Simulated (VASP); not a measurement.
# BaTiO3 (Amm2) in VASP: a series of runs

Runs on BaTiO3. Level: PBE. Tasks: single point.

Everything below comes from runs of VASP 6.6.1. Logs are shortened: lines on timing, memory, paths and dates and some standing lists are left out, and cuts for length are marked.

## (1) The cell of the first run

The structure is orthorhombic, space group Amm2 (No. 38). Conventional cell: a = 3.906 Å, b = 5.560 Å, c = 5.690 Å, α = 90.00°, β = 90.00°, γ = 90.00°. Within 3.7 Å of Ba (site symmetry mm2) lie 12 O at 2.77 to 2.92 Å and 8 Ti at 3.39 to 3.51 Å. Ti (site symmetry mm2) has 6 O at 1.91 to 2.07 Å within 2.5 Å. Within 2.5 Å of O (site symmetry m) lie 2 Ti at 1.91 to 2.07 Å. O (site symmetry mm2) has 2 Ti at 1.96 Å within 2.6 Å.

## (2) Single point, PBE

The input, INCAR:

```
PREC = Accurate
ENCUT = 520
EDIFF = 1E-7
ISMEAR = -1
SIGMA = 0.05
LREAL = False
LASPH = True
NELM = 100
ALGO = Normal
ISIF = 2
LWAVE = False
LCHARG = False
GGA = PE
NBANDS = 28
```

The input, KPOINTS:

```
Automatic mesh
0
Gamma
  6 6 6
```

The input, POSCAR:

```
BaTiO3
1.0
    3.9057900000      0.0000000000      0.0000000000
    0.0000000000      2.7801620000      2.8451500000
    0.0000000000     -2.7801620000      2.8451500000
Ba Ti O
1 1 3
Direct
    0.0000000000      0.0000000000      0.0000000000
    0.5000000000      0.5124000000      0.5124000000
    0.5000000000      0.9918400000      0.5052400000
    0.5000000000      0.5052400000      0.9918400000
    0.0000000000      0.4874000000      0.4874000000
```

Potentials or basis: VASP PAW PBE potentials, release 64 (Ba_sv, Ti_sv, O).

Started as:

```
cat potpaw_PBE.64/Ba_sv/POTCAR potpaw_PBE.64/Ti_sv/POTCAR potpaw_PBE.64/O/POTCAR > POTCAR
mpirun -np 1 vasp_std > vasp.out
```

OUTCAR:

```text
PREC = Accurate
   ENCUT = 520
   EDIFF = 1E-7
   ISMEAR = -1
   LREAL = False
   LASPH = True
   NELM = 100
   ISIF = 2
   GGA = PE

 ion  position               nearest neighbor table
   1  0.000  0.000  0.000-   3 2.77   4 2.77   3 2.77   4 2.77   5 2.77   5 2.78   5 2.78   4 2.80
                             3 2.80   3 2.80   4 2.80   5 2.92   2 3.39   2 3.39   2 3.40   2 3.40
   2  0.500  0.512  0.512-   3 1.91   4 1.91   5 1.96   5 1.96   3 2.07   4 2.07   1 3.39   1 3.39
                             1 3.40   1 3.40   1 3.40   1 3.40   1 3.51   1 3.51
   3  0.500  0.992  0.505-   2 1.91   2 2.07   1 2.77   1 2.77   1 2.80   1 2.80
   4  0.500  0.505  0.992-   2 1.91   2 2.07   1 2.77   1 2.77   1 2.80   1 2.80
   5  0.000  0.487  0.487-   2 1.96   2 1.96   1 2.77   1 2.78   1 2.78   1 2.92

  LATTYP: Found a base centered orthorhombic cell.
 ALAT       =     5.5603240000
 B/A-ratio  =     1.0233756162
 C/A-ratio  =     0.7024392823

  Lattice vectors:

 A1 = (   0.0000000000,   2.7801620000,  -2.8451500000)
 A2 = (   0.0000000000,   2.7801620000,   2.8451500000)
 A3 = (   3.9057900000,   0.0000000000,   0.0000000000)

Analysis of symmetry for initial positions (statically):
=====================================================================
 Subroutine PRICEL returns:
 Original cell was already a primitive cell.

 Routine SETGRP: Setting up the symmetry group for a
 base centered orthorhombic supercell.

 Subroutine GETGRP returns: Found  4 space group operations
 (whereof  4 operations were pure point group operations)
 out of a pool of  8 trial point group operations.

The static configuration has the point symmetry C_2v.

Analysis of symmetry for dynamics (positions and initial velocities):
=====================================================================
 Subroutine PRICEL returns:
 Original cell was already a primitive cell.

 Routine SETGRP: Setting up the symmetry group for a
 base centered orthorhombic supercell.

 Subroutine GETGRP returns: Found  4 space group operations
 (whereof  4 operations were pure point group operations)
 out of a pool of  8 trial point group operations.

The dynamic configuration has the point symmetry C_2v.

 Subroutine INISYM returns: Found  4 space group operations
 (whereof  4 operations are pure point group operations),
 and found     1 'primitive' translations

----------------------------------------------------------------------------------------

                                     Primitive cell

  volume of cell :      61.7894

  direct lattice vectors                    reciprocal lattice vectors
     3.905790000  0.000000000  0.000000000     0.256030150  0.000000000  0.000000000
     0.000000000  2.780162000  2.845150000     0.000000000  0.179845635  0.175737659
     0.000000000 -2.780162000  2.845150000     0.000000000 -0.179845635  0.175737659

  length of vectors
     3.905790000  3.977961698  3.977961698     0.256030150  0.251452137  0.251452137

  position of ions in fractional coordinates (direct lattice)
     0.000000000  0.000000000  0.000000000
     0.500000000  0.512400000  0.512400000
     0.500000000  0.991840000  0.505240000
     0.500000000  0.505240000  0.991840000
     0.000000000  0.487400000  0.487400000

  ion indices of the primitive-cell ions
   primitive index   ion index
                 1           1
                 2           2
                 3           3
                 4           4
                 5           5

----------------------------------------------------------------------------------------

 KPOINTS: Automatic mesh

Automatic generation of k-mesh.
 Grid dimensions read from file:
 generate k-points for:    6    6    6

 Generating k-lattice:

  Cartesian coordinates                     Fractional coordinates (reciprocal lattice)
     0.042671692  0.000000000  0.000000000     0.166666667  0.000000000  0.000000000
     0.000000000  0.029974272  0.029289610     0.000000000  0.166666667  0.000000000
     0.000000000 -0.029974272  0.029289610     0.000000000  0.000000000  0.166666667

  Length of vectors
     0.042671692  0.041908689  0.041908689

  Shift w.r.t. Gamma in fractional coordinates (k-lattice)
     0.000000000  0.000000000  0.000000000

 Subroutine IBZKPT returns following result:
 ===========================================

 Found     52 irreducible k-points:

 Following reciprocal coordinates:
            Coordinates               Weight
  0.000000  0.000000  0.000000      1.000000
  0.166667  0.000000  0.000000      2.000000
  0.333333  0.000000  0.000000      2.000000
  0.500000  0.000000  0.000000      1.000000
  0.000000  0.166667  0.000000      4.000000
  0.166667  0.166667  0.000000      8.000000
[... 16 lines left out ...]
  0.333333  0.333333  0.166667      8.000000
  0.500000  0.333333  0.166667      4.000000
 [... further k-points ...]
   k-points           NKPTS =     52   k-points in BZ     NKDIM =     52   number of bands    NBANDS=     28
   number of dos      NEDOS =    301   number of ions     NIONS =      5
   total plane-waves  NPLWV =  27000
   dimension x,y,z NGX =    30 NGY =   30 NGZ =   30
   dimension x,y,z NGXF=    60 NGYF=   60 NGZF=   60
   ions per type =               1   1   3
   NGX,Y,Z   is equivalent  to a cutoff of  12.77, 12.54, 12.54 a.u.
   NGXF,Y,Z  is equivalent  to a cutoff of  25.54, 25.08, 25.08 a.u.
 SYSTEM =  unknown system
   PREC   = accura    normal or accurate (medium, high low for compatibility)
   ISTART =      0    job   : 0-new  1-cont  2-samecut
   ICHARG =      2    charge: 1-file 2-atom 10-const
   ISPIN  =      1    spin polarized calculation?
   LNONCOLLINEAR =      F non collinear calculations
   LSORBIT =      F    spin-orbit coupling
   LASPH  =      T    aspherical Exc in radial PAW
   ENCUT  =  520.0 eV  38.22 Ry    6.18 a.u.   7.26  7.40  7.40*2*pi/ulx,y,z
   NELM   =    100;   NELMIN=  2; NELMDL= -5     # of ELM steps
   EDIFF  = 0.1E-06   stopping-criterion for ELM
   LREAL  =      F    real-space projection
   EDIFFG = 0.1E-05   stopping-criterion for IOM
   NSW    =      0    number of steps for IOM
   IBRION =     -1    ionic relax: 0-MD 1-quasi-New 2-CG
   NFREE  =      0    steps in history (QN), initial steepest desc. (CG)
   ISIF   =      2    stress and relaxation
   ISYM   =      2    0-nonsym 1-usesym 2-fastsym
   POTIM  = 0.5000    time-step for ionic-motion
   TEBEG  =    0.0;   TEEND  =   0.0 temperature during run
   PSTRESS=    0.0 pullay stress
   NELECT =      40.0000    total number of electrons
   NUPDOWN=      -1.0000    fix difference up-down
   EMIN   =  10.00;   EMAX   =-10.00  energy-range for DOS
   EFERMI =   0.00;   METHOD = LEGACY
   ISMEAR =    -1;   SIGMA  =   0.05  broadening in eV -4-tet -1-fermi 0-gaus
   EFERMI_NEDOS =   21; number of points for ismear=-14 and -15
   IALGO  =     38    algorithm
   IMIX   =      4    mixing-type and parameters
     AMIX     =   0.40;   BMIX     =  1.00
     AMIX_MAG =   1.60;   BMIX_MAG =  1.00
  volume/ion in A,a.u.               =      12.36        83.40
  Fermi-wavevector in a.u.,A,eV,Ry     =   1.416196  2.676223 27.288006  2.005612
  Thomas-Fermi vector in A             =   2.537556
   LORBIT       =      0    0 simple, 1 ext, 2 COOP (PROOUT), +10 PAW based schemes
   GGA     = PE    functional components
   LHFCALC =     F    Hartree Fock is set to
   AEXX    =    0.0000 exact exchange contribution
   IVDW    =     0    specifies the selected vdW correction
   LEPSILON=     F    determine dielectric tensor
   LRPA    =     F    only Hartree local field effects (RPA)
 non-spin polarized calculation
  energy-cutoff  :      520.00
  volume of cell :       61.79
 maximum number of plane-waves:      1685
 NGX is ok and might be reduce to    30
   NGX = 15   NGY = 15   NGZ = 15

 number of electron      40.0000011 magnetization

 Free energy of the ion-electron system (eV)
  ---------------------------------------------------
  ext. energy  EPLUGINS =         0.00000000
  ---------------------------------------------------
  free energy    TOTEN  =       -39.82827156 eV

  energy without entropy =      -39.82827156  energy(sigma->0) =      -39.82827156

 E-fermi :   5.1160     XC(G=0): -11.4516

 val. band max:        4.1394777326   @ k =   0.5000   0.5000   0.5000
 cond. band min:       6.0223019001   @ k =   0.0000   0.0000   0.0000
 fundamental gap:      1.8828241675
 Fermi energy:         5.1159746624

 k-point     1 :       0.0000    0.0000    0.0000
  band No.  band energies     occupation
      1     -52.2750      2.00000
      2     -28.5335      2.00000
      3     -28.5136      2.00000
      4     -28.5132      2.00000
      5     -20.6204      2.00000
      6     -12.8531      2.00000
[... 20 lines left out ...]
     27       9.3194      0.00000
     28      11.8865      0.00000

 k-point     2 :       0.1667    0.0000    0.0000
  band No.  band energies     occupation
      1     -52.2746      2.00000
      2     -28.5328      2.00000
      3     -28.5316      2.00000
      4     -28.5128      2.00000
      5     -20.5817      2.00000
      6     -12.8658      2.00000
[... 20 lines left out ...]
     27       9.8644      0.00000
     28      12.5361      0.00000

 k-point     3 :       0.3333    0.0000    0.0000
  band No.  band energies     occupation
      1     -52.2738      2.00000
      2     -28.5679      2.00000
      3     -28.5313      2.00000
      4     -28.5113      2.00000
      5     -20.5023      2.00000
      6     -13.0174      2.00000
[... 20 lines left out ...]
     27      11.1015      0.00000
     28      12.5535      0.00000

 k-point     4 :       0.5000    0.0000    0.0000
  band No.  band energies     occupation
      1     -52.2735      2.00000
      2     -28.5858      2.00000
      3     -28.5305      2.00000
      4     -28.5106      2.00000
      5     -20.4614      2.00000
      6     -13.1222      2.00000
[... 20 lines left out ...]
     27      11.9817      0.00000
     28      12.4774      0.00000

 k-point     5 :       0.0000    0.1667    0.0000
  band No.  band energies     occupation
      1     -52.2747      2.00000
      2     -28.5432      2.00000
      3     -28.5182      2.00000
      4     -28.5126      2.00000
      5     -20.5859      2.00000
      6     -12.8970      2.00000
[... 20 lines left out ...]
     27       9.8579      0.00000
     28      12.5311      0.00000

 k-point     6 :       0.1667    0.1667    0.0000
  band No.  band energies     occupation
      1     -52.2743      2.00000
      2     -28.5424      2.00000
      3     -28.5309      2.00000
      4     -28.5174      2.00000
      5     -20.5505      2.00000
      6     -12.8591      2.00000
[... 463 lines left out ...]
      5     -20.4919      2.00000
      6     -12.9581      2.00000
[... 20 lines left out ...]
     27      11.6133      0.00000
     28      13.0382      0.00000

 k-point    22 :       0.1667    0.3333    0.1667
  band No.  band energies     occupation
      1     -52.2735      2.00000
      2     -28.5685      2.00000
      3     -28.5333      2.00000
      4     -28.5286      2.00000
      5     -20.4646      2.00000
      6     -12.8347      2.00000
[... 20 lines left out ...]
     27      11.7796      0.00000
     28      12.9308      0.00000

 k-point    23 :       0.3333    0.3333    0.1667
  band No.  band energies     occupation
      1     -52.2727      2.00000
      2     -28.5667      2.00000
      3     -28.5642      2.00000
      4     -28.5314      2.00000
      5     -20.4089      2.00000
      6     -12.6224      2.00000
[... 20 lines left out ...]
     27      12.6441      0.00000
     28      12.7386      0.00000

 k-point    24 :       0.5000    0.3333    0.1667
  band No.  band energies     occupation
      1     -52.2723      2.00000
      2     -28.5819      2.00000
      3     -28.5655      2.00000
      4     -28.5306      2.00000
      5     -20.3805      2.00000
      6     -12.5614      2.00000
[... 20 lines left out ...]
     27      12.5723      0.00000
     28      12.9273      0.00000

 [... further k-points ...]
[... 5 lines left out ...]
  --------------------------------------------------------------------------------------
  -------------------------------------------------------------------------------------
  Total        5.2876742      5.4651562      3.1525817      0.0000000      0.0000000      0.0000000
  in kB      137.1074682    141.7095136     81.7452960      0.0000000      0.0000000      0.0000000
  external PRESSURE =     120.1874260 kB  Pullay stress =       0.0000000 kB

 VOLUME and BASIS-vectors are now :
 -----------------------------------------------------------------------------
  energy-cutoff  :      520.00
  volume of cell :       61.79
      direct lattice vectors                 reciprocal lattice vectors
     3.905790000  0.000000000  0.000000000     0.256030150  0.000000000  0.000000000
     0.000000000  2.780162000  2.845150000     0.000000000  0.179845635  0.175737659
     0.000000000 -2.780162000  2.845150000     0.000000000 -0.179845635  0.175737659

 POSITION                                       TOTAL-FORCE (eV/Angst)
 -----------------------------------------------------------------------------------
      0.00000      0.00000      0.00000         0.000000      0.000000      0.180769
      1.95290      0.00000      2.91571         0.000000      0.000000      0.015788
      1.95290      1.35283      4.25942         0.000000      0.173528     -0.175697
      1.95290     -1.35283      4.25942         0.000000     -0.173528     -0.175697
      0.00000      0.00000      2.77345         0.000000      0.000000      0.154837
 -----------------------------------------------------------------------------------
    total drift:                                0.000000      0.000002      0.000423

  FREE ENERGIE OF THE ION-ELECTRON SYSTEM (eV)
  ---------------------------------------------------
  free  energy   TOTEN  =       -39.8282715645 eV

  energy  without entropy=      -39.8282715641  energy(sigma->0) =      -39.82827156
```

Run time: 3 min. Hardware: 1 thread of Intel Xeon 8259CL, shared host; peak memory 0.23 GiB.

What came out:

| Quantity | Value |
| --- | --- |
| Free energy | -39.8283 eV |
| Pressure | 12.0 GPa |
| Largest force | 0.247 eV/Å |
| Band gap on the k mesh | 1.88 eV (least direct gap 2.01 eV) |

Forces on the atoms (eV/Å):
```
Ba   0.000  0.000  0.181
Ti   0.000  0.000  0.016
O    0.000  0.174 -0.176
O    0.000 -0.174 -0.176
O    0.000  0.000  0.155
```

Stress tensor (GPa, compression positive):
```
13.71  0.00  0.00
 0.00 14.17  0.00
 0.00  0.00  8.17
```

Caveat: the stress differs along the axes, from 8 to 14 GPa; spin-orbit coupling is left out, which moves the levels of the heavy elements.

## (3) Single point, PBE

This run uses another cell than the first one, of 12.61 Å³/atom.

The input, INCAR:

```
SYSTEM = BaTiO3
ALGO = Normal ; EDIFF = 1E-6
ENCUT = 520 ; GGA = PE
ISIF = 2 ; ISMEAR = -1
LASPH = .TRUE. ; LCHARG = .FALSE.
LREAL = .FALSE. ; LWAVE = .FALSE.
NBANDS = 28 ; NELM = 60
PREC = Accurate ; SIGMA = 0.05
```

The input, KPOINTS:

```
k-points
0
G
  6 6 6
  0 0 0
```

Changes to POSCAR since step 2:

```diff
@@ -2,5 +2,5 @@
 1.0
-    3.9057900000      0.0000000000      0.0000000000
-    0.0000000000      2.7801620000      2.8451500000
-    0.0000000000     -2.7801620000      2.8451500000
+    3.9456450000      0.0000000000      0.0000000000
+    0.0000000000      2.8085310000      2.8451500000
+    0.0000000000     -2.8085310000      2.8451500000
 Ba Ti O
```

Potentials or basis: VASP PAW PBE potentials, release 64 (Ba_sv, Ti_sv, O).

Started as:

```
cat potpaw_PBE.64/Ba_sv/POTCAR potpaw_PBE.64/Ti_sv/POTCAR potpaw_PBE.64/O/POTCAR > POTCAR
mpirun -np 1 vasp_std > vasp.out
```

It took 2.6 min on 1 thread of Intel Xeon 8259CL, shared host; peak memory 0.24 GiB.

Results (log left out):

```yaml
Free_energy: -39.9196 eV
Pressure: 7.8 GPa
Largest_force: 0.240 eV/Å
Band_gap_on_the_k_mesh: 1.87 eV (least direct gap 2.04 eV)
```

Forces on the atoms (eV/Å):
```
Ba   0.000  0.000  0.167
Ti   0.000  0.000  0.081
O    0.000  0.100 -0.218
O    0.000 -0.100 -0.218
O    0.000  0.000  0.188
```

Stress tensor (GPa, compression positive):
```
8.68 0.00 0.00
0.00 9.03 0.00
0.00 0.00 5.81
```

Levels at points of the mesh, in eV from the valence-band top:
| k point | band 16 | band 17 | band 18 | band 19 | band 20 | band 21 | band 22 | band 23 | band 24 | band 25 |
| --- | --- | --- | --- | --- | --- | --- | --- | --- | --- | --- |
| (0.00, 0.00, 0.00) | -1.17 | -1.11 | -0.34 | -0.26 | -0.17 | 1.87 | 1.94 | 2.14 | 4.13 | 4.22 |
| (0.50, 0.00, 0.00) | -2.05 | -1.85 | -1.79 | -0.87 | -0.74 | 2.10 | 3.64 | 3.71 | 4.11 | 6.06 |
| (0.00, 0.50, 0.00) | -1.97 | -1.85 | -1.69 | -0.82 | -0.74 | 2.15 | 3.62 | 3.65 | 4.19 | 6.16 |
| (0.50, 0.50, 0.00) | -2.76 | -1.71 | -0.87 | -0.86 | -0.09 | 3.64 | 3.70 | 4.06 | 4.90 | 7.86 |
| (0.00, 0.50, 0.50) | -2.71 | -1.65 | -0.95 | -0.87 | -0.15 | 3.61 | 3.70 | 4.03 | 5.08 | 7.84 |
| (0.50, 0.50, 0.50) | -2.40 | -2.35 | -0.05 | -0.01 | 0.00 | 4.29 | 4.30 | 4.33 | 6.72 | 6.75 |

Caveat: the cell stands under pressure; spin-orbit coupling is left out, which moves the levels of the heavy elements.
